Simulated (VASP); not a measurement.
AgCl:

```
CELL_PARAMETERS angstrom
4.51532 0.00000 0.00000
-2.25766 3.91038 0.00000
0.00000 0.00000 5.97509
ATOMIC_POSITIONS crystal
Ag 0.33333 0.66667 0.25000
Ag 0.66667 0.33333 0.75000
Cl 0.66667 0.33333 0.25000
Cl 0.33333 0.66667 0.75000
```

| Property | Result |
| --- | --- |
| Program | VASP 6.6.1 |
| Task | relaxation of cell and atoms |
| Functional | LDA |
| Potentials or basis | VASP PAW LDA potentials, release 64 (Ag, Cl) |
| Cutoff | 600 eV |
| k mesh | 6 × 6 × 4 |
| Occupations | fermi-dirac, width 0.02 eV |
| Spin | no spin polarisation |

At the start: pressure -5.3 GPa; volume 26.37 Å³/atom.

Problem. Where does the relaxation end?

Solution. Over 9 steps the energy falls by 68.7 meV/atom and the volume is 22.76 Å³/atom (-13.7 %); space group P6_3/mmc (No. 194, to 0.05 Å).

The path:
```csv
step,energy change (eV),largest force (eV/Å),pressure (GPa),volume (Å³)
1,0.0000,0.0000,-5.30,105.50
2,-0.2598,0.0000,-0.54,92.74
3,-0.2612,0.0000,-0.08,91.91
4,-0.2611,0.0000,0.04,91.65
5,-0.2665,0.0000,0.12,91.38
6,-0.2737,0.0000,0.27,90.72
7,-0.2741,0.0000,0.39,90.46
8,-0.2742,0.0000,-0.34,91.59
9,-0.2749,0.0000,0.02,91.04
```

Final structure:
```yaml
crystal:
  lattice:
    - [4.35743, 0.00000, 0.00000]
    - [-2.17872, 3.77365, 0.00000]
    - [0.00000, 0.00000, 5.53638]
  atoms:
    - { symbol: Ag, position: [0.33333, 0.66667, 0.25000] }
    - { symbol: Ag, position: [0.66667, 0.33333, 0.75000] }
    - { symbol: Cl, position: [0.66667, 0.33333, 0.25000] }
    - { symbol: Cl, position: [0.33333, 0.66667, 0.75000] }
```
